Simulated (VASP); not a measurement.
# Sb (R-3m) in VASP: a series of runs

Runs on Sb. Level: r2SCAN+D3(BJ). Tasks: single point.

Everything below comes from runs of VASP 6.6.1. Logs are shortened: lines on timing, memory, paths and dates and some standing lists are left out, and cuts for length are marked.

### Step 1. The cell of the first run

It takes space group R-3m (No. 166, trigonal). The conventional cell has a = 4.210 Å, b = 4.210 Å, c = 10.650 Å, α = 90.00°, β = 90.00°, γ = 120.00°. Sb (site symmetry 3m) has 6 Sb at 2.86 to 3.17 Å within 3.8 Å.

### Step 2. Single point, r2SCAN+D3(BJ)

POSCAR

```
Sb
1.0
    2.1051293924      1.2153970214      3.5499903794
   -2.1051293924      1.2153970214      3.5499903794
    0.0000000000     -2.4307940427      3.5499903794
Sb
2
Direct
    0.2377546507      0.2377546507      0.2377546507
    0.7622453493      0.7622453493      0.7622453493
```

INCAR.step1

```
SYSTEM = Sb
ALGO = Normal
EDIFF = 1E-5
ENCUT = 550
GGA = PE
GGA_COMPAT = .False.
ISMEAR = 0
LASPH = .True.
LCHARG = .False.
LREAL = .False.
LWAVE = .True.
NBANDS = 22
NELM = 120
PREC = Accurate
SIGMA = 0.1
```

INCAR.step2

```
SYSTEM = Sb
ALGO = Normal
EDIFF = 1E-6
ENCUT = 550
GGA_COMPAT = .False.
ISIF = 2
ISMEAR = 0
ISTART = 1
IVDW = 12
LASPH = .True.
LCHARG = .False.
LMIXTAU = .True.
LREAL = .False.
LWAVE = .False.
METAGGA = R2SCAN
NBANDS = 22
NELM = 120
PREC = Accurate
SIGMA = 0.1
VDW_A1 = 0.49484001
VDW_A2 = 5.73083694
VDW_S6 = 1.0
VDW_S8 = 0.78981345
```

KPOINTS

```
k-points
0
Gamma
  6 6 6
  0 0 0
```

Potentials or basis: VASP PAW PBE potentials, release 64 (Sb_d_GW).

On the command line:

```sh
cat potpaw_PBE.64/Sb_d_GW/POTCAR > POTCAR
cp INCAR.step1 INCAR
mpirun -np 1 vasp_std > vasp.out
cp INCAR.step2 INCAR
mpirun -np 1 vasp_std > vasp.out
```

OUTCAR:

```text
SYSTEM = Sb
   EDIFF = 1E-6
   ENCUT = 550
   ISIF = 2
   ISMEAR = 0
   ISTART = 1
   IVDW = 12
   LASPH = .True.
   LREAL = .False.
   METAGGA = R2SCAN
   NELM = 120
   PREC = Accurate
 IVDW          = 12

 ion  position               nearest neighbor table
   1  0.238  0.238  0.238-   2 2.86   2 2.86   2 2.86   2 3.17   2 3.17   2 3.17
   2  0.762  0.762  0.762-   1 2.86   1 2.86   1 2.86   1 3.17   1 3.17   1 3.17

  LATTYP: Found a trigonal (rhomboedric) cell.
 ALAT       =     4.3024634074
 COS(alpha) =     0.5212010216

  Lattice vectors:

 A1 = (   2.1051293924,   1.2153970214,   3.5499903794)
 A2 = (  -2.1051293924,   1.2153970214,   3.5499903794)
 A3 = (   0.0000000000,  -2.4307940427,   3.5499903794)

Analysis of symmetry for initial positions (statically):
=====================================================================
 Subroutine PRICEL returns:
 Original cell was already a primitive cell.

 Routine SETGRP: Setting up the symmetry group for a
 trigonal (rhombohedral) supercell.

 Subroutine GETGRP returns: Found 12 space group operations
 (whereof 12 operations were pure point group operations)
 out of a pool of 12 trial point group operations.

The static configuration has the point symmetry D_3d.

Analysis of symmetry for dynamics (positions and initial velocities):
=====================================================================
 Subroutine PRICEL returns:
 Original cell was already a primitive cell.

 Routine SETGRP: Setting up the symmetry group for a
 trigonal (rhombohedral) supercell.

 Subroutine GETGRP returns: Found 12 space group operations
 (whereof 12 operations were pure point group operations)
 out of a pool of 12 trial point group operations.

The dynamic configuration has the point symmetry D_3d.

 Subroutine INISYM returns: Found 12 space group operations
 (whereof 12 operations are pure point group operations),
 and found     1 'primitive' translations

----------------------------------------------------------------------------------------

                                     Primitive cell

  volume of cell :      54.4974

  direct lattice vectors                    reciprocal lattice vectors
     2.105129392  1.215397021  3.549990379     0.237515091  0.137129402  0.093896968
    -2.105129392  1.215397021  3.549990379    -0.237515091  0.137129402  0.093896968
     0.000000000 -2.430794043  3.549990379     0.000000000 -0.274258804  0.093896968

  length of vectors
     4.302463407  4.302463407  4.302463407     0.289887102  0.289887102  0.289887102

  position of ions in fractional coordinates (direct lattice)
     0.237754651  0.237754651  0.237754651
     0.762245349  0.762245349  0.762245349

  ion indices of the primitive-cell ions
   primitive index   ion index
                 1           1
                 2           2

----------------------------------------------------------------------------------------

 KPOINTS: k-points

Automatic generation of k-mesh.
 Grid dimensions read from file:
 generate k-points for:    6    6    6

 Generating k-lattice:

  Cartesian coordinates                     Fractional coordinates (reciprocal lattice)
     0.039585849  0.022854900  0.015649495     0.166666667  0.000000000 -0.000000000
    -0.039585849  0.022854900  0.015649495     0.000000000  0.166666667 -0.000000000
     0.000000000 -0.045709801  0.015649495    -0.000000000 -0.000000000  0.166666667

  Length of vectors
     0.048314517  0.048314517  0.048314517

  Shift w.r.t. Gamma in fractional coordinates (k-lattice)
     0.000000000  0.000000000  0.000000000

 Subroutine IBZKPT returns following result:
 ===========================================

 Found     32 irreducible k-points:

 Following reciprocal coordinates:
            Coordinates               Weight
  0.000000  0.000000  0.000000      1.000000
  0.166667  0.000000 -0.000000      6.000000
  0.333333 -0.000000 -0.000000      6.000000
  0.500000 -0.000000 -0.000000      3.000000
  0.166667  0.166667  0.000000      6.000000
  0.333333  0.166667 -0.000000     12.000000
[... 16 lines left out ...]
  0.500000  0.500000  0.166667      6.000000
 -0.333333  0.500000  0.166667     12.000000
 [... further k-points ...]
   k-points           NKPTS =     32   k-points in BZ     NKDIM =     32   number of bands    NBANDS=     22
   number of dos      NEDOS =    301   number of ions     NIONS =      2
   total plane-waves  NPLWV =  46656
   dimension x,y,z NGX =    36 NGY =   36 NGZ =   36
   dimension x,y,z NGXF=    72 NGYF=   72 NGZF=   72
   ions per type =               2
   NGX,Y,Z   is equivalent  to a cutoff of  13.91, 13.91, 13.91 a.u.
   NGXF,Y,Z  is equivalent  to a cutoff of  27.82, 27.82, 27.82 a.u.
 SYSTEM =  Sb
   PREC   = accura    normal or accurate (medium, high low for compatibility)
   ISTART =      1    job   : 0-new  1-cont  2-samecut
   ICHARG =      0    charge: 1-file 2-atom 10-const
   ISPIN  =      1    spin polarized calculation?
   LNONCOLLINEAR =      F non collinear calculations
   LSORBIT =      F    spin-orbit coupling
   LASPH  =      T    aspherical Exc in radial PAW
   ENCUT  =  550.0 eV  40.42 Ry    6.36 a.u.   8.23  8.23  8.23*2*pi/ulx,y,z
   NELM   =    120;   NELMIN=  2; NELMDL=  0     # of ELM steps
   EDIFF  = 0.1E-05   stopping-criterion for ELM
   LREAL  =      F    real-space projection
   EDIFFG = 0.1E-04   stopping-criterion for IOM
   NSW    =      0    number of steps for IOM
   IBRION =     -1    ionic relax: 0-MD 1-quasi-New 2-CG
   NFREE  =      0    steps in history (QN), initial steepest desc. (CG)
   ISIF   =      2    stress and relaxation
   ISYM   =      2    0-nonsym 1-usesym 2-fastsym
   POTIM  = 0.5000    time-step for ionic-motion
   TEBEG  =    0.0;   TEEND  =   0.0 temperature during run
   PSTRESS=    0.0 pullay stress
   NELECT =      30.0000    total number of electrons
   NUPDOWN=      -1.0000    fix difference up-down
   EMIN   =  10.00;   EMAX   =-10.00  energy-range for DOS
   EFERMI =   0.00;   METHOD = LEGACY
   ISMEAR =     0;   SIGMA  =   0.10  broadening in eV -4-tet -1-fermi 0-gaus
   EFERMI_NEDOS =   21; number of points for ismear=-14 and -15
   IALGO  =     38    algorithm
   IMIX   =      4    mixing-type and parameters
     AMIX     =   0.40;   BMIX     =  1.00
     AMIX_MAG =   1.60;   BMIX_MAG =  1.00
  volume/ion in A,a.u.               =      27.25       183.88
  Fermi-wavevector in a.u.,A,eV,Ry     =   1.341704  2.535453 24.492803  1.800170
  Thomas-Fermi vector in A             =   2.469917
   LORBIT       =      0    0 simple, 1 ext, 2 COOP (PROOUT), +10 PAW based schemes
   METAGGA = R2SCAN    functional components
   LHFCALC =     F    Hartree Fock is set to
   AEXX    =    0.0000 exact exchange contribution
   IVDW    =    12    specifies the selected vdW correction
   LEPSILON=     F    determine dielectric tensor
   LRPA    =     F    only Hartree local field effects (RPA)
 non-spin polarized calculation
 Gauss-broadening in eV      SIGMA  =   0.10
  energy-cutoff  :      550.00
  volume of cell :       54.50
 maximum number of plane-waves:      1612
 NGX is ok and might be reduce to    36
   NGX = 17   NGY = 17   NGZ = 17

 number of electron      30.0000002 magnetization

 Free energy of the ion-electron system (eV)
  ---------------------------------------------------
  ext. energy  EPLUGINS =         0.00000000
  ---------------------------------------------------
  free energy    TOTEN  =       -51.28554849 eV

  energy without entropy =      -51.28452324  energy(sigma->0) =      -51.28503586

 E-fermi :   6.5384     XC(G=0): -11.2272

 val. band max:        6.4267039638   @ k =   0.5000  -0.0000  -0.0000
 cond. band min:       6.5588380684   @ k =   0.5000  -0.0000  -0.0000
 fundamental gap:      0.1321341046
 Fermi energy:         6.5383607660

 k-point     1 :       0.0000    0.0000    0.0000
  band No.  band energies     occupation
      1     -24.0498      2.00000
      2     -24.0498      2.00000
      3     -23.9207      2.00000
      4     -23.9207      2.00000
      5     -23.8990      2.00000
      6     -23.7601      2.00000
[... 14 lines left out ...]
     21      11.7908      0.00000
     22      13.3817      0.00000

 k-point     2 :       0.1667    0.0000   -0.0000
  band No.  band energies     occupation
      1     -24.0299      2.00000
      2     -24.0266      2.00000
      3     -23.9119      2.00000
      4     -23.9083      2.00000
      5     -23.8881      2.00000
      6     -23.7704      2.00000
[... 14 lines left out ...]
     21      12.0253      0.00000
     22      15.4304      0.00000

 k-point     3 :       0.3333   -0.0000   -0.0000
  band No.  band energies     occupation
      1     -23.9800      2.00000
      2     -23.9639      2.00000
      3     -23.8910      2.00000
      4     -23.8754      2.00000
      5     -23.8583      2.00000
      6     -23.8041      2.00000
[... 14 lines left out ...]
     21      13.8468      0.00000
     22      18.7407      0.00000

 k-point     4 :       0.5000   -0.0000   -0.0000
  band No.  band energies     occupation
      1     -23.9440      2.00000
      2     -23.8965      2.00000
      3     -23.8769      2.00000
      4     -23.8618      2.00000
      5     -23.8410      2.00000
      6     -23.8302      2.00000
[... 14 lines left out ...]
     21      16.4333      0.00000
     22      16.4833      0.00000

 k-point     5 :       0.1667    0.1667    0.0000
  band No.  band energies     occupation
      1     -24.0471      2.00000
      2     -24.0002      2.00000
      3     -23.9191      2.00000
      4     -23.9006      2.00000
      5     -23.8825      2.00000
      6     -23.7766      2.00000
[... 417 lines left out ...]
 k-point    22 :      -0.1667    0.3333    0.1667
  band No.  band energies     occupation
      1     -24.0110      2.00000
      2     -23.9023      2.00000
      3     -23.8957      2.00000
      4     -23.8587      2.00000
      5     -23.8487      2.00000
      6     -23.8288      2.00000
[... 14 lines left out ...]
     21      15.5119      0.00000
     22      16.6601      0.00000

 k-point    23 :       0.5000    0.5000    0.1667
  band No.  band energies     occupation
      1     -24.0211      2.00000
      2     -23.9310      2.00000
      3     -23.9124      2.00000
      4     -23.8556      2.00000
      5     -23.8417      2.00000
      6     -23.8121      2.00000
[... 14 lines left out ...]
     21      16.6187      0.00000
     22      17.6965      0.00000

 k-point    24 :      -0.3333    0.5000    0.1667
  band No.  band energies     occupation
      1     -24.0088      2.00000
      2     -23.9342      2.00000
      3     -23.9034      2.00000
      4     -23.8613      2.00000
      5     -23.8306      2.00000
      6     -23.8248      2.00000
[... 14 lines left out ...]
     21      17.8805      0.00000
     22      18.2945      0.00000

 [... further k-points ...]

------------------------ aborting loop because EDIFF is reached ----------------------------------------

 Edisp (eV)   -0.48947

 E8    (eV) :    -0.1794

  FORCE on cell =-STRESS in cart. coord.  units (eV):
  Direction    XX          YY          ZZ          XY          YZ          ZX
  --------------------------------------------------------------------------------------
  -------------------------------------------------------------------------------------
  Total       2.17108     2.17108     2.20198    -0.00000     0.00000    -0.00000
  in kB      63.82793    63.82793    64.73642    -0.00000     0.00000    -0.00000
  external pressure =       64.13 kB  Pullay stress =        0.00 kB

 VOLUME and BASIS-vectors are now :
 -----------------------------------------------------------------------------
  energy-cutoff  :      550.00
  volume of cell :       54.50
      direct lattice vectors                 reciprocal lattice vectors
     2.105129392  1.215397021  3.549990379     0.237515091  0.137129402  0.093896968
    -2.105129392  1.215397021  3.549990379    -0.237515091  0.137129402  0.093896968
     0.000000000 -2.430794043  3.549990379     0.000000000 -0.274258804  0.093896968

 POSITION                                       TOTAL-FORCE (eV/Angst)
 -----------------------------------------------------------------------------------
      0.00000      0.00000      2.53208         0.000000      0.000000      0.047385
      0.00000      0.00000      8.11789         0.000000     -0.000000     -0.047385
 -----------------------------------------------------------------------------------
    total drift:                               -0.000000     -0.000000      0.000000

  FREE ENERGIE OF THE ION-ELECTRON SYSTEM (eV)
  ---------------------------------------------------
  free  energy   TOTEN  =       -51.7750220460 eV

  energy  without entropy=      -51.7739967959  energy(sigma->0) =      -51.77450942
```

Wall time 2.7 min (1 thread of Intel Xeon Platinum 8375C at 2.90GHz (Ice Lake), shared host); peak memory 0.24 GiB.

What came out:

- Free energy: -51.7750 eV
- Pressure: 6.4 GPa
- Largest force: 0.047 eV/Å
- Band gap on the k mesh: zero (bands 15 and 16 overlap by 0.70 eV)
- Dispersion energy per atom: -0.245 eV

Forces on the atoms (eV/Å):
```
Sb   0.000  0.000  0.047
Sb   0.000  0.000 -0.047
```

Levels at points of the mesh, in eV from the Fermi level:
| k point | band 13 | band 14 | band 15 | band 16 | band 17 | band 18 |
| --- | --- | --- | --- | --- | --- | --- |
| (0.00, 0.00, 0.00) | -2.49 | -2.34 | -2.34 | 2.60 | 3.07 | 3.07 |
| (0.50, 0.00, 0.00) | -2.11 | -1.92 | -0.65 | -0.11 | 0.02 | 0.35 |
| (0.50, 0.50, 0.00) | -6.57 | -4.60 | -4.55 | 1.50 | 5.76 | 6.10 |
| (0.50, 0.50, 0.50) | -1.61 | -1.61 | -0.46 | -0.46 | -0.18 | 1.03 |

Caveat: the cell stands under pressure; the PAW data sets were made with another functional, which shifts forces and pressure a little; spin-orbit coupling is left out, which moves the levels of the heavy elements.

### Step 3. Single point, r2SCAN+D3(BJ)

POSCAR is that of step 2.

INCAR.step1

```
ALGO = Normal
EDIFF = 1E-5
ENCUT = 550
GGA = PE
GGA_COMPAT = F
ISMEAR = 0
LASPH = T
LCHARG = F
LREAL = F
LWAVE = T
NBANDS = 22
NELM = 120
PREC = Accurate
SIGMA = 0.1
```

INCAR.step2

```
ALGO = Normal
EDIFF = 1E-6
ENCUT = 550
GGA_COMPAT = F
ISIF = 2
ISMEAR = 0
ISTART = 1
IVDW = 12
LASPH = T
LCHARG = T
LELF = T
LMIXTAU = T
LREAL = F
LVHAR = T
LWAVE = F
METAGGA = R2SCAN
NBANDS = 22
NELM = 120
PREC = Accurate
SIGMA = 0.1
VDW_A1 = 0.49484001
VDW_A2 = 5.73083694
VDW_S6 = 1.0
VDW_S8 = 0.78981345
```

KPOINTS

```
k-points
0
Gamma
  6 6 6
```

Potentials or basis: VASP PAW PBE potentials, release 64 (Sb_d_GW).

On the command line:

```sh
cat potpaw_PBE.64/Sb_d_GW/POTCAR > POTCAR
cp INCAR.step1 INCAR
mpirun -np 1 vasp_std > vasp.out
cp INCAR.step2 INCAR
mpirun -np 1 vasp_std > vasp.out
```

OUTCAR:

```text
EDIFF = 1E-6
   ENCUT = 550
   ISIF = 2
   ISMEAR = 0
   ISTART = 1
   IVDW = 12
   LASPH = T
   LREAL = F
   METAGGA = R2SCAN
   NELM = 120
   PREC = Accurate
 IVDW          = 12

 ion  position               nearest neighbor table
   1  0.238  0.238  0.238-   2 2.86   2 2.86   2 2.86   2 3.17   2 3.17   2 3.17
   2  0.762  0.762  0.762-   1 2.86   1 2.86   1 2.86   1 3.17   1 3.17   1 3.17

  LATTYP: Found a trigonal (rhomboedric) cell.
 ALAT       =     4.3024634074
 COS(alpha) =     0.5212010216

  Lattice vectors:
[... 790 lines left out ...]

 Edisp (eV)   -0.48947

 E8    (eV) :    -0.1794

  FORCE on cell =-STRESS in cart. coord.  units (eV):
  Direction    XX          YY          ZZ          XY          YZ          ZX
  --------------------------------------------------------------------------------------
  -------------------------------------------------------------------------------------
  Total       2.17108     2.17108     2.20198    -0.00000     0.00000    -0.00000
  in kB      63.82793    63.82793    64.73642    -0.00000     0.00000    -0.00000
  external pressure =       64.13 kB  Pullay stress =        0.00 kB

 VOLUME and BASIS-vectors are now :
 -----------------------------------------------------------------------------
  energy-cutoff  :      550.00
  volume of cell :       54.50
      direct lattice vectors                 reciprocal lattice vectors
     2.105129392  1.215397021  3.549990379     0.237515091  0.137129402  0.093896968
    -2.105129392  1.215397021  3.549990379    -0.237515091  0.137129402  0.093896968
     0.000000000 -2.430794043  3.549990379     0.000000000 -0.274258804  0.093896968

 POSITION                                       TOTAL-FORCE (eV/Angst)
 -----------------------------------------------------------------------------------
      0.00000      0.00000      2.53208         0.000000      0.000000      0.047385
      0.00000      0.00000      8.11789         0.000000     -0.000000     -0.047385
 -----------------------------------------------------------------------------------
    total drift:                               -0.000000     -0.000000      0.000000

  FREE ENERGIE OF THE ION-ELECTRON SYSTEM (eV)
  ---------------------------------------------------
  free  energy   TOTEN  =       -51.7750220460 eV

  energy  without entropy=      -51.7739967959  energy(sigma->0) =      -51.77450942
```

OUTCAR.step1:

```text
EDIFF = 1E-5
   ENCUT = 550
   GGA = PE
   ISMEAR = 0
   LASPH = T
[... 822 lines left out ...]
 -----------------------------------------------------------------------------------
      0.00000      0.00000      2.53208         0.000000      0.000000      0.131230
      0.00000      0.00000      8.11789         0.000000     -0.000000     -0.131230
 -----------------------------------------------------------------------------------
    total drift:                               -0.000000     -0.000000      0.000000

  FREE ENERGIE OF THE ION-ELECTRON SYSTEM (eV)
  ---------------------------------------------------
  free  energy   TOTEN  =        -8.1093497610 eV

  energy  without entropy=       -8.1081459379  energy(sigma->0) =       -8.10874785
```

It took 3 min on 1 thread of Intel Xeon Platinum 8375C at 2.90GHz (Ice Lake), shared host; peak memory 0.24 GiB.

Results:

| Property | Result |
| --- | --- |
| Free energy | -51.7750 eV |
| Pressure | 6.4 GPa |
| Largest force | 0.047 eV/Å |
| Band gap on the k mesh | zero (bands 15 and 16 overlap by 0.70 eV) |
| Dispersion energy per atom | -0.245 eV |

Forces on the atoms (eV/Å):
```
Sb   0.000  0.000  0.047
Sb   0.000  0.000 -0.047
```

Stress tensor (GPa, compression positive):
```
6.38 0.00 0.00
0.00 6.38 0.00
0.00 0.00 6.47
```

Levels at points of the mesh, in eV from the Fermi level:
| k point | band 11 | band 12 | band 13 | band 14 | band 15 | band 16 | band 17 | band 18 | band 19 | band 20 |
| --- | --- | --- | --- | --- | --- | --- | --- | --- | --- | --- |
| (0.00, 0.00, 0.00) | -14.21 | -4.21 | -2.49 | -2.34 | -2.34 | 2.60 | 3.07 | 3.07 | 5.06 | 5.06 |
| (0.50, 0.00, 0.00) | -11.35 | -10.77 | -2.11 | -1.92 | -0.65 | -0.11 | 0.02 | 0.35 | 8.75 | 9.50 |
| (0.50, 0.50, 0.00) | -11.27 | -8.33 | -6.57 | -4.60 | -4.55 | 1.50 | 5.76 | 6.10 | 8.39 | 9.83 |
| (0.50, 0.50, 0.50) | -11.99 | -10.25 | -1.61 | -1.61 | -0.46 | -0.46 | -0.18 | 1.03 | 8.25 | 9.66 |

Caveat: the cell stands under pressure; the PAW data sets were made with another functional, which shifts forces and pressure a little; spin-orbit coupling is left out, which moves the levels of the heavy elements.

The gap in the log of VASP goes by the Fermi energy; the results here count the filled bands.